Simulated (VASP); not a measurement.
Crystal: Fe.

```
CELL_PARAMETERS angstrom
1.39491 -1.39491 1.39491
-1.39491 1.39491 1.39491
-2.78981 -2.78981 0.00000
ATOMIC_POSITIONS crystal
Fe 0.00000 0.00000 0.00000
Fe 0.50000 0.50000 0.50000
```

Base run:

- Program: VASP 6.6.1
- Functional: PBEsol
- Potentials or basis: VASP PAW PBE potentials, release 64 (Fe)
- Cutoff: 520 eV
- k mesh: 16 × 16 × 10
- Occupations: gaussian, width 0.05 eV
- Spin: collinear spin, ferromagnetic start
- Starting moments: [2.5, 2.5] μB

Its results: pressure -1.1 GPa; net moment 4.21 μB per cell; site moments Fe +2.09 μB.

Question: The run is repeated on the same cell with these changes: spin from collinear spin, ferromagnetic start to collinear spin, antiferromagnetic start; moments at the start from [2.5, 2.5] to [2.5, -2.5]. What comes out?

Answer: Pressure -4.7 GPa; net moment 0.00 μB per cell; site moments Fe +1.80, -1.80 μB.

Caveats: the PAW data sets were made with another functional, which shifts forces and pressure a little; the stress differs along the axes, from -9 to 4 GPa (at least some runs); the antiferromagnetic order is the one typed at the start, and another may lie lower (at least some runs).
